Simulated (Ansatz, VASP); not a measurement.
## Two plane-wave programs on Na4Au

```
CELL_PARAMETERS angstrom
3.51221 -3.49393 -3.27278
3.53420 3.48481 -3.23714
6.92717 0.05606 6.38258
ATOMIC_POSITIONS crystal
Na 0.10894 0.45997 0.03557
Na 0.60754 0.96402 0.53560
Na 0.03763 0.39417 0.46477
Na 0.53533 0.89229 0.96449
Na 0.20933 0.85895 0.28723
Na 0.71532 0.35731 0.78621
Na 0.64193 0.29123 0.21232
Na 0.14324 0.78511 0.71379
Au 0.99905 0.99637 0.00026
Au 0.50169 0.50060 0.49976
```

Change from the starting cell: cell x2, atoms moved at random (sigma 0.1 Å) and cell strained at random (1.5 %), then relaxed without symmetry.

Alike in both runs: functional PBE; k mesh 4 × 4 × 4; occupations gaussian, width 0.2 eV; no spin polarisation.

Ansatz relaxed the structure, and its values are those at the end. VASP's run is a single point on that final structure, the one shown.

```csv
,VASP,Ansatz
version,VASP 6.6.1,Ansatz 0.2.0
potentials or method,"VASP PAW PBE potentials, release 64 (Na_pv, Au), cutoff 520 eV","scalar-relativistic, plane waves, PAW"
valence electrons in the cell,78,110
```

```tsv
	VASP	Ansatz	Ansatz less VASP
gap on the k mesh at the Fermi level (eV)	none	none	-
pressure (GPa)	0.0	0.0	-0.01
rms of the force components (eV/Å)	0.006	0.006	-0.0002
```

A gap of «none» marks a metal or a gap that the smearing closes. With one functional, cell and mesh, what is left measures potentials, basis and numerics. VASP's potentials hold 78 valence electrons a cell and Ansatz's 110, so a difference there can come from the potentials and not from the codes.

Neither program's run includes spin-orbit coupling.
